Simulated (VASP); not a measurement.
Wanted: the native input for a VASP 6.6.1 run.

```yaml
Task: single point
Functional: PBE
Potentials_or_basis: VASP PAW PBE potentials, release 64 (Mg, O)
Cutoff: 520 eV
k_mesh: 10 × 10 × 10
Occupations: fermi-dirac, width 0.05 eV
Spin: no spin polarisation
Dipole_correction: no
Further_INCAR_settings: ALGO = Normal; EDIFF = 1e-07; NBANDS = 11
```

The structure of MgO lies in POSCAR:

```
MgO
1.0
    0.0000000000      2.1072020000      2.1072020000
    2.1072020000      0.0000000000      2.1072020000
    2.1072020000      2.1072020000      0.0000000000
Mg O
1 1
Direct
    0.0000000000      0.0000000000      0.0000000000
    0.5000000000      0.5000000000      0.5000000000
```

One way to write it, as run:

INCAR

```
SYSTEM = MgO
PREC = Accurate ; ENCUT = 520
EDIFF = 1E-7 ; ISMEAR = -1
SIGMA = 0.05 ; LREAL = .FALSE.
LASPH = .TRUE. ; NELM = 100
ALGO = Normal ; ISIF = 2
LWAVE = .FALSE. ; LCHARG = .TRUE.
GGA = PE ; LELF = .TRUE.
LVHAR = .TRUE. ; NBANDS = 11
```

KPOINTS

```
Automatic mesh
0
G
  10 10 10
  0 0 0
```

Potentials or basis: VASP PAW PBE potentials, release 64 (Mg, O).

The run is started by

```sh
$ cat potpaw_PBE.64/Mg/POTCAR potpaw_PBE.64/O/POTCAR > POTCAR
$ mpirun -np 1 vasp_std > vasp.out
```

It gave:

| Property | Result |
| --- | --- |
| Pressure | 3.7 GPa |
| Band gap on the k mesh | 4.71 eV, direct |

Run time: 16 s on 1 thread of Intel(R) Xeon(R) Platinum 8259CL CPU @ 2.50GHz (Skylake/Cascade Lake) (shared host), peak memory 0.14 GiB.
